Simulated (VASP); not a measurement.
Wanted: the native input for a VASP 6.6.1 run.

- Task: single point
- Functional: LDA
- Potentials or basis: VASP PAW LDA potentials, release 64 (Sn_d, Te)
- Cutoff: 520 eV
- k mesh: 6 × 6 × 6
- Occupations: fermi-dirac, width 0.05 eV
- Spin: no spin polarisation
- Dipole correction: no
- Further INCAR settings: ALGO = Normal; EDIFF = 1e-06; NBANDS = 17

The structure of SnTe lies in POSCAR:

```
SnTe
1.0
    0.0000000000      3.2519395232      3.2519395232
    3.2519395232      0.0000000000      3.2519395232
    3.2519395232      3.2519395232      0.0000000000
Sn Te
1 1
Direct
    0.0000000000      0.0000000000      0.0000000000
    0.7500000000      0.7500000000      0.7500000000
```

These files were run (other wordings do the same):

INCAR

```
ALGO = Normal
EDIFF = 1E-6
ENCUT = 520
GGA = CA
ISIF = 2
ISMEAR = -1
LASPH = True
LCHARG = False
LREAL = False
LWAVE = False
NBANDS = 17
NELM = 60
PREC = Accurate
SIGMA = 0.05
```

KPOINTS

```
k-points
0
Gamma
  6 6 6
```

Potentials or basis: VASP PAW LDA potentials, release 64 (Sn_d, Te).

Run with:

```bash
$ cat potpaw_LDA.64/Sn_d/POTCAR potpaw_LDA.64/Te/POTCAR > POTCAR
$ mpirun -np 1 vasp_std > vasp.out
```

It gave:

The pressure is 10.0 GPa and the band gap on the k mesh is zero (band 10 reaches 6.13 eV, above the bottom of band 11 at 5.41 eV).

Caveat: spin-orbit coupling is left out, which moves the levels of the heavy elements.

It took 6.5 s on 1 thread of Intel(R) Xeon(R) 6975P-C (Granite Rapids), on a shared host, peak memory 0.18 GiB.
